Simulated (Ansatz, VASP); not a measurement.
Given: the input of a run of Ansatz 0.2.0 on As.

The input input.yaml:

```yaml
crystal:
  lattice:
    - [1.7877446484, -5.3877235979, 0.0]
    - [1.7877446484, 5.3877235979, 0.0]
    - [0.0, 0.0, 4.378749906]
  atoms:
    - { symbol: As, position: [0.39, 0.61, 0.56] }
    - { symbol: As, position: [0.89, 0.11, 0.94] }
    - { symbol: As, position: [0.61, 0.39, 0.44] }
    - { symbol: As, position: [0.11, 0.89, 0.06] }
hamiltonian:
  xc: pbe
  pseudopotentials: { kind: paw }
kpoints:
  mp_grid: { grid: [8, 8, 6] }
scf:
  occupations: { method: fermi_dirac, width: 0.05 }
output:
  forces: true
  stress: true
  eigenvalues: true
```

Potentials or basis: Ansatz PAW.

Command:

```console
$ ansatz run input.yaml --threads 2 --pin off --max-ram 5120MiB --backend cpu --events-out ev --progress --plain --runs-dir out
```

Task: Set up the same calculation for VASP 6.6.1. Potentials there: VASP PAW PBE potentials, release 64 (As).

Result: As run (the cutoff follows the program's own potentials):

Contents of INCAR:

```
SYSTEM = As
  PREC = Accurate
  ENCUT = 520
  EDIFF = 1E-6
  ISMEAR = -1
  SIGMA = 0.05
  LREAL = .FALSE.
  LASPH = .TRUE.
  NELM = 100
  ALGO = Normal
  ISIF = 2
  LWAVE = .FALSE.
  LCHARG = .TRUE.
  GGA = PE
  LELF = .TRUE.
  LVHAR = .TRUE.
  NBANDS = 18
```

File KPOINTS:

```
regular mesh
0
G
  8 8 6
  0 0 0
```

POSCAR

```
As
1.0
    1.7877446484     -5.3877235979      0.0000000000
    1.7877446484      5.3877235979      0.0000000000
    0.0000000000      0.0000000000      4.3787499060
As
4
Direct
    0.3900000000      0.6100000000      0.5600000000
    0.8900000000      0.1100000000      0.9400000000
    0.6100000000      0.3900000000      0.4400000000
    0.1100000000      0.8900000000      0.0600000000
```

Potentials or basis: VASP PAW PBE potentials, release 64 (As).

Run with:

```sh
$ cat potpaw_PBE.64/As/POTCAR > POTCAR
$ mpirun -np 1 vasp_std > vasp.out
```

Both were run:

|  | VASP | Ansatz | Ansatz less VASP |
| --- | --- | --- | --- |
| gap on the k mesh at the Fermi level (eV) | none | none | - |
| pressure (GPa) | 8.7 | 8.3 | -0.45 |
| traceless stress, the component that is largest in VASP (GPa) | 1.32 | 1.36 | +0.041 |
| rms of the force components (eV/Å) | 0.404 | 0.357 | -0.0474 |

Atom by atom the forces differ by 0.049 eV/Å (rms over components). A gap of «none» marks a metal or a gap that the smearing closes. VASP's potentials hold 20 valence electrons a cell and Ansatz's 60, so a difference there can come from the potentials and not from the codes.
